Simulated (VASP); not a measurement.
# TaN (C2/m) in VASP: single point with PBE

Aim: the single point of TaN with PBE.

Program: VASP 6.6.1. These are calculated values, not measurements. Logs are shortened: lines on timing, memory, paths and dates and some standing lists are left out, and cuts for length are marked.

### 1 The cell of the first run

The structure is monoclinic, space group C2/m (No. 12). The conventional cell has a = 4.422 Å, b = 4.416 Å, c = 3.030 Å, α = 90.00°, β = 130.96°, γ = 90.00°. Within 2.9 Å of Ta (site symmetry 2/m) lie 6 N at 2.21 to 2.30 Å. N (site symmetry 2/m) has 6 Ta at 2.21 to 2.30 Å within 2.9 Å.

### 2 Single point, PBE (engineering shear strain xz -0.1000, normal strain along z +0.0400)

The input, INCAR:

```
SYSTEM = TaN
PREC = Accurate ; ENCUT = 520
EDIFF = 1E-6 ; ISMEAR = 0
SIGMA = 0.15 ; LREAL = .FALSE.
LASPH = .TRUE. ; NELM = 80
ALGO = Normal ; ISIF = 2
LWAVE = .FALSE. ; LCHARG = .TRUE.
GGA = PE ; LELF = .TRUE.
LVHAR = .TRUE. ; NBANDS = 15
```

The input, KPOINTS:

```
Automatic mesh
0
G
  18 18 18
  0 0 0
```

The input, POSCAR:

```
TaN
1.0
   -0.1104056128      2.2081122570      2.2964367473
    2.0977066441      0.0000000000      2.1860311344
    2.2081122570      2.2081122570     -0.1104056128
Ta N
1 1
Direct
    0.5000000000      0.5000000000      0.5000000000
    0.0000000000      0.0000000000      0.0000000000
```

Potentials or basis: VASP PAW PBE potentials, release 64 (Ta_pv, N).

Launch:

```sh
$ cat potpaw_PBE.64/Ta_pv/POTCAR potpaw_PBE.64/N/POTCAR > POTCAR
$ mpirun -np 1 vasp_std > vasp.out
```

OUTCAR:

```text
SYSTEM = TaN
   PREC = Accurate
   ENCUT = 520
   EDIFF = 1E-6
   ISMEAR = 0
   LREAL = .FALSE.
   LASPH = .TRUE.
   NELM = 80
   ISIF = 2
   GGA = PE

 ion  position               nearest neighbor table
   1  0.500  0.500  0.500-   2 2.21   2 2.21   2 2.21   2 2.21   2 2.30   2 2.30
   2  0.000  0.000  0.000-   1 2.21   1 2.21   1 2.21   1 2.21   1 2.30   1 2.30

  LATTYP: Found a base centered monoclinic cell.
 ALAT       =     4.4217413487
 B/A-ratio  =     0.9987523389
 C/A-ratio  =     0.6851834128
 COS(beta)  =    -0.6554846099

  Lattice vectors:

 A1 = (  -2.2081122569,   2.2081122570,   0.1104056129)
 A2 = (  -2.2081122570,  -2.2081122570,   0.1104056128)
 A3 = (   2.0977066441,   0.0000000000,   2.1860311344)

Analysis of symmetry for initial positions (statically):
=====================================================================
 Subroutine PRICEL returns:
 Original cell was already a primitive cell.

 Routine SETGRP: Setting up the symmetry group for a
 base centered monoclinic supercell.

 Subroutine GETGRP returns: Found  4 space group operations
 (whereof  4 operations were pure point group operations)
 out of a pool of  4 trial point group operations.

The static configuration has the point symmetry C_2h.

Analysis of symmetry for dynamics (positions and initial velocities):
=====================================================================
 Subroutine PRICEL returns:
 Original cell was already a primitive cell.

 Routine SETGRP: Setting up the symmetry group for a
 base centered monoclinic supercell.

 Subroutine GETGRP returns: Found  4 space group operations
 (whereof  4 operations were pure point group operations)
 out of a pool of  4 trial point group operations.

The dynamic configuration has the point symmetry C_2h.

 Subroutine INISYM returns: Found  4 space group operations
 (whereof  4 operations are pure point group operations),
 and found     1 'primitive' translations

----------------------------------------------------------------------------------------

                                     Primitive cell

  volume of cell :      22.3399

  direct lattice vectors                    reciprocal lattice vectors
    -0.110405613  2.208112257  2.296436747    -0.216070733  0.226437763  0.207340602
     2.097706644  0.000000000  2.186031134     0.237896059 -0.226437763  0.229165929
     2.208112257  2.208112257 -0.110405613     0.216070733  0.226437763 -0.207340602

  length of vectors
     3.187721894  3.029703828  3.124693405     0.375434079  0.400481733  0.375434079

  position of ions in fractional coordinates (direct lattice)
     0.500000000  0.500000000  0.500000000
     0.000000000  0.000000000  0.000000000

  ion indices of the primitive-cell ions
   primitive index   ion index
                 1           1
                 2           2

----------------------------------------------------------------------------------------

 KPOINTS: Automatic mesh

Automatic generation of k-mesh.
 Grid dimensions read from file:
 generate k-points for:   18   18   18

 Generating k-lattice:

  Cartesian coordinates                     Fractional coordinates (reciprocal lattice)
    -0.012003930  0.012579876  0.011518922     0.055555556  0.000000000  0.000000000
     0.013216448 -0.012579876  0.012731440    -0.000000000  0.055555556 -0.000000000
     0.012003930  0.012579876 -0.011518922     0.000000000  0.000000000  0.055555556

  Length of vectors
     0.020857449  0.022248985  0.020857449

  Shift w.r.t. Gamma in fractional coordinates (k-lattice)
     0.000000000  0.000000000  0.000000000

 Subroutine IBZKPT returns following result:
 ===========================================

 Found   1550 irreducible k-points:

 Following reciprocal coordinates:
            Coordinates               Weight
  0.000000  0.000000  0.000000      1.000000
  0.055556 -0.000000  0.000000      4.000000
  0.111111 -0.000000  0.000000      4.000000
  0.166667 -0.000000 -0.000000      4.000000
  0.222222 -0.000000  0.000000      4.000000
  0.277778 -0.000000  0.000000      4.000000
[... 16 lines left out ...]
 -0.333333  0.055556  0.000000      4.000000
 -0.277778  0.055556 -0.000000      4.000000
 [... further k-points ...]
   k-points           NKPTS =   1550   k-points in BZ     NKDIM =   1550   number of bands    NBANDS=     15
   number of dos      NEDOS =    301   number of ions     NIONS =      2
   total plane-waves  NPLWV =  13824
   dimension x,y,z NGX =    24 NGY =   24 NGZ =   24
   dimension x,y,z NGXF=    48 NGYF=   48 NGZF=   48
   ions per type =               1   1
   NGX,Y,Z   is equivalent  to a cutoff of  12.52, 13.17, 12.77 a.u.
   NGXF,Y,Z  is equivalent  to a cutoff of  25.03, 26.34, 25.54 a.u.
 SYSTEM =  TaN
   PREC   = accura    normal or accurate (medium, high low for compatibility)
   ISTART =      0    job   : 0-new  1-cont  2-samecut
   ICHARG =      2    charge: 1-file 2-atom 10-const
   ISPIN  =      1    spin polarized calculation?
   LNONCOLLINEAR =      F non collinear calculations
   LSORBIT =      F    spin-orbit coupling
   LASPH  =      T    aspherical Exc in radial PAW
   ENCUT  =  520.0 eV  38.22 Ry    6.18 a.u.   5.93  5.63  5.81*2*pi/ulx,y,z
   NELM   =     80;   NELMIN=  2; NELMDL= -5     # of ELM steps
   EDIFF  = 0.1E-05   stopping-criterion for ELM
   LREAL  =      F    real-space projection
   EDIFFG = 0.1E-04   stopping-criterion for IOM
   NSW    =      0    number of steps for IOM
   IBRION =     -1    ionic relax: 0-MD 1-quasi-New 2-CG
   NFREE  =      0    steps in history (QN), initial steepest desc. (CG)
   ISIF   =      2    stress and relaxation
   ISYM   =      2    0-nonsym 1-usesym 2-fastsym
   POTIM  = 0.5000    time-step for ionic-motion
   TEBEG  =    0.0;   TEEND  =   0.0 temperature during run
   PSTRESS=    0.0 pullay stress
   NELECT =      16.0000    total number of electrons
   NUPDOWN=      -1.0000    fix difference up-down
   EMIN   =  10.00;   EMAX   =-10.00  energy-range for DOS
   EFERMI =   0.00;   METHOD = LEGACY
   ISMEAR =     0;   SIGMA  =   0.15  broadening in eV -4-tet -1-fermi 0-gaus
   EFERMI_NEDOS =   21; number of points for ismear=-14 and -15
   IALGO  =     38    algorithm
   IMIX   =      4    mixing-type and parameters
     AMIX     =   0.40;   BMIX     =  1.00
     AMIX_MAG =   1.60;   BMIX_MAG =  1.00
  volume/ion in A,a.u.               =      11.17        75.38
  Fermi-wavevector in a.u.,A,eV,Ry     =   1.464719  2.767918 29.189962  2.145402
  Thomas-Fermi vector in A             =   2.580662
   LORBIT       =      0    0 simple, 1 ext, 2 COOP (PROOUT), +10 PAW based schemes
   GGA     = PE    functional components
   LHFCALC =     F    Hartree Fock is set to
   AEXX    =    0.0000 exact exchange contribution
   IVDW    =     0    specifies the selected vdW correction
   LEPSILON=     F    determine dielectric tensor
   LRPA    =     F    only Hartree local field effects (RPA)
 non-spin polarized calculation
 Gauss-broadening in eV      SIGMA  =   0.15
  energy-cutoff  :      520.00
  volume of cell :       22.34
 maximum number of plane-waves:       618
   NGX = 11   NGY = 11   NGZ = 11

 number of electron      15.9999999 magnetization

 Free energy of the ion-electron system (eV)
  ---------------------------------------------------
  ext. energy  EPLUGINS =         0.00000000
  ---------------------------------------------------
  free energy    TOTEN  =       -21.74920760 eV

  energy without entropy =      -21.73911228  energy(sigma->0) =      -21.74415994

 E-fermi :   8.9049     XC(G=0): -13.1633

 val. band max:        8.9048847043   @ k =   0.0000   0.2222   0.1667
 cond. band min:       8.9056280326   @ k =   0.0556  -0.2778   0.2778
 fundamental gap:      0.0007433283
 Fermi energy:         8.9049353807

 k-point     1 :       0.0000    0.0000    0.0000
  band No.  band energies     occupation
      1     -26.9736      2.00000
      2     -26.8973      2.00000
      3     -26.7754      2.00000
      4      -9.4558      2.00000
      5       5.0792      2.00000
      6       5.3375      2.00000
      7       5.6334      2.00000
      8       6.2331      2.00000
      9       6.8173      2.00000
     10       7.7441      2.00000
     11       8.7535      1.84654
     12       9.3655      0.00001
     13      10.5693      0.00000
     14      18.4877      0.00000
     15      21.2346      0.00000

 k-point     2 :       0.0556   -0.0000    0.0000
  band No.  band energies     occupation
      1     -26.9868      2.00000
      2     -26.9056      2.00000
      3     -26.7780      2.00000
      4      -9.3905      2.00000
      5       4.6579      2.00000
      6       5.0030      2.00000
      7       5.4061      2.00000
      8       6.5051      2.00000
      9       7.0384      2.00000
     10       7.8490      2.00000
     11       8.9774      0.49420
     12       9.6434      0.00000
     13      10.7691      0.00000
     14      18.6642      0.00000
     15      21.2345      0.00000

 k-point     3 :       0.1111   -0.0000    0.0000
  band No.  band energies     occupation
      1     -27.0352      2.00000
      2     -26.9192      2.00000
      3     -26.7851      2.00000
      4      -9.1997      2.00000
      5       3.7932      2.00000
      6       4.4139      2.00000
      7       4.9025      2.00000
      8       6.9031      2.00000
      9       7.4255      2.00000
     10       8.1029      2.00000
     11       9.5745      0.00000
     12      10.3564      0.00000
     13      11.3173      0.00000
     14      19.1595      0.00000
     15      21.2342      0.00000

 k-point     4 :       0.1667   -0.0000   -0.0000
  band No.  band energies     occupation
      1     -27.1201      2.00000
      2     -26.9280      2.00000
      3     -26.7955      2.00000
      4      -8.8987      2.00000
      5       2.8336      2.00000
      6       3.7831      2.00000
      7       4.3326      2.00000
      8       7.3501      2.00000
      9       7.7650      2.00000
     10       8.4682      1.99996
     11      10.3964      0.00000
     12      11.3076      0.00000
     13      12.0804      0.00000
     14      19.8459      0.00000
     15      21.2340      0.00000
[... 307 lines left out ...]
 k-point    22 :      -0.3889    0.0556    0.0000
  band No.  band energies     occupation
      1     -27.5509      2.00000
      2     -26.9564      2.00000
      3     -26.8565      2.00000
      4      -7.0730      2.00000
      5      -0.5981      2.00000
      6       1.8809      2.00000
      7       2.6010      2.00000
      8       9.0271      0.24943
      9      10.1271      0.00000
     10      11.1204      0.00000
     11      13.0310      0.00000
     12      14.6030      0.00000
     13      16.0054      0.00000
     14      19.5121      0.00000
     15      21.2444      0.00000

 k-point    23 :      -0.3333    0.0556    0.0000
  band No.  band energies     occupation
      1     -27.4810      2.00000
      2     -26.9527      2.00000
      3     -26.8482      2.00000
      4      -7.4240      2.00000
      5      -0.0618      2.00000
      6       2.1039      2.00000
      7       2.8407      2.00000
      8       8.7011      1.94537
      9       9.4488      0.00000
     10      10.6733      0.00000
     11      12.4724      0.00000
     12      14.5192      0.00000
     13      15.3394      0.00000
     14      19.7853      0.00000
     15      21.2446      0.00000

 k-point    24 :      -0.2778    0.0556   -0.0000
  band No.  band energies     occupation
      1     -27.3858      2.00000
      2     -26.9480      2.00000
      3     -26.8378      2.00000
      4      -7.8491      2.00000
      5       0.6491      2.00000
      6       2.4393      2.00000
      7       3.1811      2.00000
      8       8.3622      2.00000
      9       8.7979      1.68711
     10      10.0569      0.00000
     11      11.6299      0.00000
     12      14.2356      0.00000
     13      14.4377      0.00000
     14      20.3048      0.00000
     15      21.2444      0.00000

 [... further k-points ...]
[... 5 lines left out ...]
  --------------------------------------------------------------------------------------
  -------------------------------------------------------------------------------------
  Total       -0.3579776     -0.8338238     -2.5307107     -0.0000000     -0.0000000      0.5640014
  in kB      -25.6734921    -59.8002935   -181.4978708     -0.0000000     -0.0000000     40.4491366
  external PRESSURE =     -88.9905521 kB  Pullay stress =       0.0000000 kB

 VOLUME and BASIS-vectors are now :
 -----------------------------------------------------------------------------
  energy-cutoff  :      520.00
  volume of cell :       22.34
      direct lattice vectors                 reciprocal lattice vectors
    -0.110405613  2.208112257  2.296436747    -0.216070733  0.226437763  0.207340602
     2.097706644  0.000000000  2.186031134     0.237896059 -0.226437763  0.229165929
     2.208112257  2.208112257 -0.110405613     0.216070733  0.226437763 -0.207340602

 POSITION                                       TOTAL-FORCE (eV/Angst)
 -----------------------------------------------------------------------------------
      2.09771      2.20811      2.18603         0.000000      0.000000     -0.000000
      0.00000      0.00000      0.00000        -0.000000      0.000000      0.000000
 -----------------------------------------------------------------------------------
    total drift:                                0.000000     -0.000000     -0.000000

  FREE ENERGIE OF THE ION-ELECTRON SYSTEM (eV)
  ---------------------------------------------------
  free  energy   TOTEN  =       -21.7492075998 eV

  energy  without entropy=      -21.7391122768  energy(sigma->0) =      -21.74415994
```

It took 4.3 min on 1 thread of Intel Xeon Platinum 8259CL at 2.50GHz (Skylake/Cascade Lake), shared host; peak memory 0.59 GiB.

Results:

```yaml
Free_energy: -21.7492 eV
Pressure: -8.9 GPa
Band_gap_on_the_k_mesh: zero (band 8 reaches 10.34 eV, above the bottom of band 9 at 6.70 eV)
```

Caveat: the cell differs from its parent crystal (engineering shear strain xz -0.1000, normal strain along z +0.0400); spin-orbit coupling is left out, which moves the levels of the heavy elements.
